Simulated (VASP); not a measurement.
Input of a VASP 6.6.1 run:

INCAR

```
PREC = Accurate ; ENCUT = 520
EDIFF = 1E-6 ; ISMEAR = 0
SIGMA = 0.1 ; LREAL = F
LASPH = T ; NELM = 100
ALGO = Normal ; ISIF = 2
LWAVE = F ; LCHARG = F
GGA = PE ; NBANDS = 16
```

Contents of KPOINTS:

```
regular mesh
0
Gamma
  6 6 4
```

POSCAR

```
MgS
1.0
    3.7098571200      0.0000000000      0.0000000000
    0.0000000000      3.7098571200      0.0000000000
    0.0000000000      0.0000000000      5.1168394900
Mg S
2 2
Direct
    0.5000000000      0.0000000000      0.6731257100
    0.0000000000      0.5000000000      0.3268742900
    0.5000000000      0.0000000000      0.2623102800
    0.0000000000      0.5000000000      0.7376897200
```

Potentials or basis: VASP PAW PBE potentials, release 64 (Mg, S).

Command:

```console
$ cat potpaw_PBE.64/Mg/POTCAR potpaw_PBE.64/S/POTCAR > POTCAR
$ mpirun -np 1 vasp_std > vasp.out
```

Task: Estimate the pressure.

Result: 12.1 GPa.

Task: Estimate the largest force.

Result: 4.306 eV/Å.

Stress tensor (GPa, compression positive):
```
 0.81  0.00  0.00
 0.00  0.81  0.00
 0.00  0.00 34.68
```

Caveat: forces of over 1 eV/Å act on the atoms, so gaps and moduli don't describe the material at rest.
